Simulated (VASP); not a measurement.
# N (Im-3m) in VASP: density of states with PBE

Aim: the density of states of N with PBE.

All numbers are computed with VASP 6.6.1; they aren't measurements. Logs are shortened: lines on timing, memory, paths and dates and some standing lists are left out, and cuts for length are marked.

**1. The cell of the first run**

Symmetry: Im-3m, No. 229, cubic system. The conventional cell has a = 2.427 Å, b = 2.427 Å, c = 2.427 Å, α = 90.00°, β = 90.00°, γ = 90.00°. Within 2.8 Å of N (site symmetry m-3m) lie 14 N at 2.10 to 2.43 Å.

**2. Density of states, PBE**

The input, POSCAR:

```
N
1.0
   -1.2133500000      1.2133500000      1.2133500000
    1.2133500000     -1.2133500000      1.2133500000
    1.2133500000      1.2133500000     -1.2133500000
N
1
Direct
    0.0000000000      0.0000000000      0.0000000000
```

The input, INCAR.step1:

```
SYSTEM = N
ALGO = Normal
EDIFF = 1E-6
ENCUT = 520
GGA = PE
GGA_COMPAT = .False.
ISIF = 2
ISMEAR = -1
LASPH = .True.
LCHARG = .True.
LORBIT = 11
LREAL = .False.
LWAVE = .False.
NBANDS = 8
NEDOS = 2001
NELM = 120
PREC = Accurate
SIGMA = 0.0779
```

The input, KPOINTS.step1:

```
k-points
0
Gamma
  19 19 19
  0 0 0
```

The input, INCAR.step2:

```
SYSTEM = N
ALGO = Normal
EDIFF = 1E-6
ENCUT = 520
GGA = PE
GGA_COMPAT = .False.
ICHARG = 11
ISIF = 2
ISMEAR = -5
LASPH = .True.
LCHARG = .False.
LORBIT = 11
LREAL = .False.
LWAVE = .False.
NBANDS = 8
NEDOS = 1001
NELM = 120
PREC = Accurate
SIGMA = 0.0779
```

The input, KPOINTS.step2:

```
k-points
0
Gamma
  29 29 29
  0 0 0
```

Potentials or basis: VASP PAW PBE potentials, release 64 (N).

Command:

```bash
$ cat potpaw_PBE.64/N/POTCAR > POTCAR
$ cp INCAR.step1 INCAR
$ cp KPOINTS.step1 KPOINTS
$ mpirun -np 1 vasp_std > vasp.out
$ cp INCAR.step2 INCAR
$ cp KPOINTS.step2 KPOINTS
$ mpirun -np 1 vasp_std > vasp.out
```

OUTCAR:

```text
SYSTEM = N
   EDIFF = 1E-6
   ENCUT = 520
   GGA = PE
   ICHARG = 11
   ISIF = 2
   ISMEAR = -5
   LASPH = .True.
   LORBIT = 11
   LREAL = .False.
   NELM = 120
   PREC = Accurate

 ion  position               nearest neighbor table
   1  0.000  0.000  0.000-

  LATTYP: Found a body centered cubic cell.
 ALAT       =     2.4267000000

  Lattice vectors:

 A1 = (  -1.2133500000,   1.2133500000,   1.2133500000)
 A2 = (   1.2133500000,  -1.2133500000,   1.2133500000)
 A3 = (   1.2133500000,   1.2133500000,  -1.2133500000)

Analysis of symmetry for initial positions (statically):
=====================================================================
 Subroutine PRICEL returns:
 Original cell was already a primitive cell.

 Routine SETGRP: Setting up the symmetry group for a
 body centered cubic supercell.

 Subroutine GETGRP returns: Found 48 space group operations
 (whereof 48 operations were pure point group operations)
 out of a pool of 48 trial point group operations.

The static configuration has the point symmetry O_h .

Analysis of symmetry for dynamics (positions and initial velocities):
=====================================================================
 Subroutine PRICEL returns:
 Original cell was already a primitive cell.

 Routine SETGRP: Setting up the symmetry group for a
 body centered cubic supercell.

 Subroutine GETGRP returns: Found 48 space group operations
 (whereof 48 operations were pure point group operations)
 out of a pool of 48 trial point group operations.

The dynamic configuration has the point symmetry O_h .

 Subroutine INISYM returns: Found 48 space group operations
 (whereof 48 operations are pure point group operations),
 and found     1 'primitive' translations

----------------------------------------------------------------------------------------

                                     Primitive cell

  volume of cell :       7.1453

  direct lattice vectors                    reciprocal lattice vectors
    -1.213350000  1.213350000  1.213350000     0.000000000  0.412082252  0.412082252
     1.213350000 -1.213350000  1.213350000     0.412082252  0.000000000  0.412082252
     1.213350000  1.213350000 -1.213350000     0.412082252  0.412082252  0.000000000

  length of vectors
     2.101583847  2.101583847  2.101583847     0.582772309  0.582772309  0.582772309

  position of ions in fractional coordinates (direct lattice)
     0.000000000  0.000000000  0.000000000

  ion indices of the primitive-cell ions
   primitive index   ion index
                 1           1

----------------------------------------------------------------------------------------

 KPOINTS: k-points

Automatic generation of k-mesh.
 Grid dimensions read from file:
 generate k-points for:   29   29   29

 Generating k-lattice:

  Cartesian coordinates                     Fractional coordinates (reciprocal lattice)
     0.000000000  0.014209733  0.014209733     0.034482759  0.000000000  0.000000000
     0.014209733  0.000000000  0.014209733     0.000000000  0.034482759  0.000000000
     0.014209733  0.014209733  0.000000000     0.000000000  0.000000000  0.034482759

  Length of vectors
     0.020095597  0.020095597  0.020095597

  Shift w.r.t. Gamma in fractional coordinates (k-lattice)
     0.000000000  0.000000000  0.000000000

 TETIRR: Found  29434 inequivalent tetrahedra from   146334

 Subroutine IBZKPT returns following result:
 ===========================================

 Found    680 irreducible k-points:

 Following reciprocal coordinates:
            Coordinates               Weight
  0.000000  0.000000  0.000000      1.000000
  0.034483  0.000000  0.000000     12.000000
  0.068966  0.000000  0.000000     12.000000
  0.103448  0.000000  0.000000     12.000000
  0.137931  0.000000  0.000000     12.000000
  0.172414  0.000000  0.000000     12.000000
[... 16 lines left out ...]
  0.275862  0.034483  0.000000     48.000000
  0.310345  0.034483  0.000000     48.000000
 [... further k-points ...]
   k-points           NKPTS =    680   k-points in BZ     NKDIM =    680   number of bands    NBANDS=      8
   number of dos      NEDOS =   1001   number of ions     NIONS =      1
   total plane-waves  NPLWV =   4096
   dimension x,y,z NGX =    16 NGY =   16 NGZ =   16
   dimension x,y,z NGXF=    32 NGYF=   32 NGZF=   32
   ions per type =               1
   NGX,Y,Z   is equivalent  to a cutoff of  12.66, 12.66, 12.66 a.u.
   NGXF,Y,Z  is equivalent  to a cutoff of  25.31, 25.31, 25.31 a.u.
 SYSTEM =  N
   PREC   = accura    normal or accurate (medium, high low for compatibility)
   ISTART =      0    job   : 0-new  1-cont  2-samecut
   ICHARG =     11    charge: 1-file 2-atom 10-const
   ISPIN  =      1    spin polarized calculation?
   LNONCOLLINEAR =      F non collinear calculations
   LSORBIT =      F    spin-orbit coupling
   LASPH  =      T    aspherical Exc in radial PAW
   ENCUT  =  520.0 eV  38.22 Ry    6.18 a.u.   3.91  3.91  3.91*2*pi/ulx,y,z
   NELM   =    120;   NELMIN=  2; NELMDL=  0     # of ELM steps
   EDIFF  = 0.1E-05   stopping-criterion for ELM
   LREAL  =      F    real-space projection
   EDIFFG = 0.1E-04   stopping-criterion for IOM
   NSW    =      0    number of steps for IOM
   IBRION =     -1    ionic relax: 0-MD 1-quasi-New 2-CG
   NFREE  =      0    steps in history (QN), initial steepest desc. (CG)
   ISIF   =      2    stress and relaxation
   ISYM   =      2    0-nonsym 1-usesym 2-fastsym
   POTIM  = 0.5000    time-step for ionic-motion
   TEBEG  =    0.0;   TEEND  =   0.0 temperature during run
   PSTRESS=    0.0 pullay stress
   NELECT =       5.0000    total number of electrons
   NUPDOWN=      -1.0000    fix difference up-down
   EMIN   =  10.00;   EMAX   =-10.00  energy-range for DOS
   EFERMI =   0.00;   METHOD = LEGACY
   ISMEAR =    -5;   SIGMA  =   0.08  broadening in eV -4-tet -1-fermi 0-gaus
   EFERMI_NEDOS =   21; number of points for ismear=-14 and -15
   IALGO  =     38    algorithm
   IMIX   =      4    mixing-type and parameters
     AMIX     =   0.40;   BMIX     =  1.00
     AMIX_MAG =   1.60;   BMIX_MAG =  1.00
  volume/ion in A,a.u.               =       7.15        48.22
  Fermi-wavevector in a.u.,A,eV,Ry     =   1.453423  2.746572 28.741476  2.112439
  Thomas-Fermi vector in A             =   2.570691
   LORBIT       =     11    0 simple, 1 ext, 2 COOP (PROOUT), +10 PAW based schemes
   GGA     = PE    functional components
   LHFCALC =     F    Hartree Fock is set to
   AEXX    =    0.0000 exact exchange contribution
   IVDW    =     0    specifies the selected vdW correction
   LEPSILON=     F    determine dielectric tensor
   LRPA    =     F    only Hartree local field effects (RPA)
 non-spin polarized calculation
 Fermi weights with tetrahedron method with Bloechl corrections
  energy-cutoff  :      520.00
  volume of cell :        7.15
 maximum number of plane-waves:       204

 number of electron       5.0000001 magnetization

 Free energy of the ion-electron system (eV)
  ---------------------------------------------------
  ext. energy  EPLUGINS =         0.00000000
  ---------------------------------------------------
  free energy    TOTEN  =        -4.06165908 eV

  energy without entropy =       -4.06165908  energy(sigma->0) =       -4.06165908

 E-fermi :   5.9540     XC(G=0): -12.9069

 val. band max:        6.0016210317   @ k =   0.1724   0.1724   0.1724
 cond. band min:       5.9101781805   @ k =  -0.3103   0.3103   0.2759
 fundamental gap:     -0.0914428512
 Fermi energy:         5.9540139379

 k-point     1 :       0.0000    0.0000    0.0000
  band No.  band energies     occupation
      1     -14.6378      2.00000
      2      10.4584      0.00000
      3      10.4584      0.00000
      4      10.4584      0.00000
      5      31.2638      0.00000
      6      40.2733      0.00000
      7      40.2733      0.00000
      8      40.2733      0.00000

 k-point     2 :       0.0345    0.0000    0.0000
  band No.  band energies     occupation
      1     -14.5897      2.00000
      2      10.3469      0.00000
      3      10.4136      0.00000
      4      10.4509      0.00000
      5      31.3078      0.00000
      6      39.8975      0.00000
      7      39.9228      0.00000
      8      40.4183      0.00000

 k-point     3 :       0.0690    0.0000    0.0000
  band No.  band energies     occupation
      1     -14.4454      2.00000
      2      10.0163      0.00000
      3      10.2829      0.00000
      4      10.4284      0.00000
      5      31.4304      0.00000
      6      38.7463      0.00000
      7      39.0001      0.00000
      8      40.8491      0.00000

 k-point     4 :       0.1034    0.0000    0.0000
  band No.  band energies     occupation
      1     -14.2056      2.00000
      2       9.4788      0.00000
      3      10.0767      0.00000
      4      10.3919      0.00000
      5      31.5985      0.00000
      6      37.1044      0.00000
      7      37.9055      0.00000
      8      41.5538      0.00000

 k-point     5 :       0.1379    0.0000    0.0000
  band No.  band energies     occupation
      1     -13.8715      2.00000
      2       8.7532      0.00000
      3       9.8101      0.00000
      4      10.3422      0.00000
      5      31.7306      0.00000
      6      35.5188      0.00000
      7      36.7827      0.00000
      8      42.0821      0.00000

 k-point     6 :       0.1724    0.0000    0.0000
  band No.  band energies     occupation
      1     -13.4450      2.00000
      2       7.8625      0.00000
      3       9.5011      0.00000
      4      10.2815      0.00000
      5      31.6113      0.00000
      6      34.3548      0.00000
      7      35.7047      0.00000
      8      41.6751      0.00000

 k-point     7 :       0.2069    0.0000    0.0000
  band No.  band energies     occupation
      1     -12.9276      2.00000
      2       6.8338     -0.07779
      3       9.1687      0.00000
      4      10.2122      0.00000
      5      30.9538      0.00000
      6      33.9329      0.00000
      7      34.7050      0.00000
      8      41.4245      0.00000
[... 133 lines left out ...]
 k-point    20 :       0.1724    0.0345    0.0000
  band No.  band energies     occupation
      1     -13.1621      2.00000
      2       7.3287     -0.00901
      3       9.3158      0.00000
      4      10.1938      0.00000
      5      31.4120      0.00000
      6      33.9451      0.00000
      7      35.0621      0.00000
      8      41.4644      0.00000

 k-point    21 :       0.2069    0.0345    0.0000
  band No.  band energies     occupation
      1     -12.6009      2.00000
      2       6.2569      0.34249
      3       8.9657      0.00000
      4      10.1186      0.00000
      5      30.5384      0.00000
      6      33.8264      0.00000
      7      34.1721      0.00000
      8      41.3560      0.00000

 k-point    22 :       0.2414    0.0345    0.0000
  band No.  band energies     occupation
      1     -11.9546      2.00000
      2       5.0878      2.07904
      3       8.6193      0.00000
      4      10.0393      0.00000
      5      29.5290      0.00000
      6      33.3050      0.00000
      7      34.1076      0.00000
      8      41.3624      0.00000

 k-point    23 :       0.2759    0.0345    0.0000
  band No.  band energies     occupation
      1     -11.2290      2.00000
      2       3.8519      2.00000
      3       8.2917      0.00000
      4       9.9597      0.00000
      5      28.5970      0.00000
      6      32.5942      0.00000
      7      34.4305      0.00000
      8      41.4882      0.00000

 k-point    24 :       0.3103    0.0345    0.0000
  band No.  band energies     occupation
      1     -10.4330      2.00000
      2       2.5811      2.00000
      3       7.9954      0.00000
      4       9.8837      0.00000
      5      27.8007      0.00000
      6      31.9834      0.00000
      7      34.7755      0.00000
      8      41.7213      0.00000

 [... further k-points ...]
[... 5 lines left out ...]
  --------------------------------------------------------------------------------------
  -------------------------------------------------------------------------------------
  Total        0.0957446      0.0957446      0.0957446      0.0000000      0.0000000      0.0000000
  in kB       21.4687522     21.4687522     21.4687522      0.0000000      0.0000000      0.0000000
  external PRESSURE =      21.4687522 kB  Pullay stress =       0.0000000 kB

 VOLUME and BASIS-vectors are now :
 -----------------------------------------------------------------------------
  energy-cutoff  :      520.00
  volume of cell :        7.15
      direct lattice vectors                 reciprocal lattice vectors
    -1.213350000  1.213350000  1.213350000     0.000000000  0.412082252  0.412082252
     1.213350000 -1.213350000  1.213350000     0.412082252  0.000000000  0.412082252
     1.213350000  1.213350000 -1.213350000     0.412082252  0.412082252  0.000000000

 POSITION                                       TOTAL-FORCE (eV/Angst)
 -----------------------------------------------------------------------------------
      0.00000      0.00000      0.00000         0.000000      0.000000      0.000000
 -----------------------------------------------------------------------------------
    total drift:                                0.000000     -0.000000      0.000000

  FREE ENERGIE OF THE ION-ELECTRON SYSTEM (eV)
  ---------------------------------------------------
  free  energy   TOTEN  =        -4.0616590799 eV

  energy  without entropy=       -4.0616590799  energy(sigma->0) =       -4.06165908

 total charge

# of ion       s       p       d       tot
------------------------------------------
    1        1.427   1.877   0.000   3.304
```

Run time: 66 s. Hardware: 1 thread of Intel Xeon 8259CL, shared host; peak memory 0.18 GiB.

What came out:

| Item | Value |
| --- | --- |
| Valence electrons inside the program's atomic spheres | N 3.30 |

Caveat: tetrahedron occupations give inexact forces and stress in metals.
